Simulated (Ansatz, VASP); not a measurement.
# AlCo: VASP beside Ansatz

```xyz
2
Lattice="0.0000 2.2925 2.2925 2.2925 0.0000 2.2925 2.2925 2.2925 0.0000" Properties=species:S:1:pos:R:3 pbc="T T T"
Co    0.0000    0.0000    0.0000
Al    2.2925    2.2925    2.2925
```

Change from the starting cell: volume scaled by 0.94, PAW files.

Alike in both runs: task single point; functional LDA; k mesh 15 × 15 × 15; occupations fermi-dirac, width 0.08 eV; no spin polarisation.

|  | VASP | Ansatz |
| --- | --- | --- |
| version | VASP 6.6.1 | Ansatz 0.2.0 |
| potentials or method | VASP PAW LDA potentials, release 64 (Co, Al) | PAW with Ansatz's default frozen-core files, scalar-relativistic |
| plane-wave cutoff (eV) | 520 | 420 |
| valence electrons in the cell | 12 | 20 |

```csv
,VASP,Ansatz,Ansatz less VASP
pressure (GPa),10.3,9.9,-0.37
```

LDA's correlation is that of Perdew and Zunger in VASP and of Perdew and Wang (1992) in Ansatz. VASP's potentials hold 12 valence electrons a cell and Ansatz's 20, so a difference there can come from the potentials and not from the codes.
